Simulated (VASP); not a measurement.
Set up this calculation in VASP 6.6.1, as the native input.

| Property | Result |
| --- | --- |
| Task | single point |
| Functional | r2SCAN |
| Potentials or basis | VASP PAW PBE potentials, release 64 (S, Na_pv) |
| Cutoff | 550 eV |
| k mesh | 4 × 4 × 4 |
| Occupations | gaussian, width 0.01 eV |
| Spin | no spin polarisation |
| Dipole correction | no |
| Further INCAR settings | ALGO = Normal; EDIFF = 1e-06; NBANDS = 17 |

The system is Na2S.

```
CELL_PARAMETERS angstrom
0.00000 3.25543 3.25543
3.25543 0.00000 3.25543
3.25543 3.25543 0.00000
ATOMIC_POSITIONS crystal
S 0.00000 0.00000 0.00000
Na 0.25000 0.25000 0.25000
Na 0.75000 0.75000 0.75000
```

The input as run:

POSCAR

```
Na2S
1.0
    0.0000000000      3.2554324593      3.2554324593
    3.2554324593      0.0000000000      3.2554324593
    3.2554324593      3.2554324593      0.0000000000
S Na
1 2
Direct
    0.0000000000      0.0000000000      0.0000000000
    0.2500000000      0.2500000000      0.2500000000
    0.7500000000      0.7500000000      0.7500000000
```

INCAR.step1

```
PREC = Accurate ; ENCUT = 550
ISMEAR = 0 ; SIGMA = 0.01
LREAL = F ; LASPH = T
NELM = 120 ; NBANDS = 17
GGA = PE ; ALGO = Normal
EDIFF = 1E-5 ; LWAVE = T
LCHARG = F ; GGA_COMPAT = F
```

INCAR.step2

```
PREC = Accurate ; ENCUT = 550
EDIFF = 1E-6 ; ISMEAR = 0
SIGMA = 0.01 ; LREAL = F
LASPH = T ; NELM = 120
ALGO = Normal ; ISIF = 2
LWAVE = F ; LCHARG = F
METAGGA = R2SCAN ; LMIXTAU = T
NBANDS = 17 ; ISTART = 1
GGA_COMPAT = F
```

KPOINTS

```
Automatic mesh
0
Gamma
  4 4 4
```

Potentials or basis: VASP PAW PBE potentials, release 64 (S, Na_pv).

Run with:

```bash
$ cat potpaw_PBE.64/S/POTCAR potpaw_PBE.64/Na_pv/POTCAR > POTCAR
$ cp INCAR.step1 INCAR
$ mpirun -np 1 vasp_std > vasp.out
$ cp INCAR.step2 INCAR
$ mpirun -np 1 vasp_std > vasp.out
```

It gave:

```json
{
 "Pressure": "-0.1 GPa",
 "Band gap on the k mesh": "3.11 eV"
}
```

Caveat: the structure was generated, so it needn't be the stable form of Na2S; the PAW data sets were made with another functional, which shifts forces and pressure a little.

Run time: 30 s on 1 thread of Intel(R) Xeon(R) Platinum 8488C (Sapphire Rapids), on a shared host, peak memory 0.21 GiB.
